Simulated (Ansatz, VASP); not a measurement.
**Si3Sn in VASP and in Ansatz**

```
CELL_PARAMETERS angstrom
4.03764 0.00000 0.00000
0.00000 4.03764 0.00000
0.00000 0.00000 5.74862
ATOMIC_POSITIONS crystal
Si 0.50000 0.00000 0.77460
Si 0.50000 0.50000 0.00000
Si 0.00000 0.50000 0.22540
Sn 0.00000 0.00000 0.50000
```

Alike in both runs: task single point; functional HSE06; k mesh 4 × 4 × 4; no spin polarisation.

```csv
,VASP,Ansatz
version,VASP 6.6.1,Ansatz 0.2.0
potentials or method,"VASP PAW PBE potentials, release 64 (Si, Sn_d)","plane waves, PAW"
plane-wave cutoff (eV),400,420
occupations,"gaussian, width 0.01 eV",fixed
valence electrons in the cell,26,26
```

VASP gave:

```
gap on the k mesh at the Fermi level (eV)                     : 0.76
pressure (GPa)                                                : -0.4
traceless stress, the component that is largest in VASP (GPa) : -0.59
```

Problem. Estimate Ansatz's values.

Solution. gap on the k mesh at the Fermi level (eV): 0.76; pressure (GPa): -0.2; traceless stress, the component that is largest in VASP (GPa): -0.60.

Ansatz's warnings: stress exchange threshold loose, stress scf threshold loose.
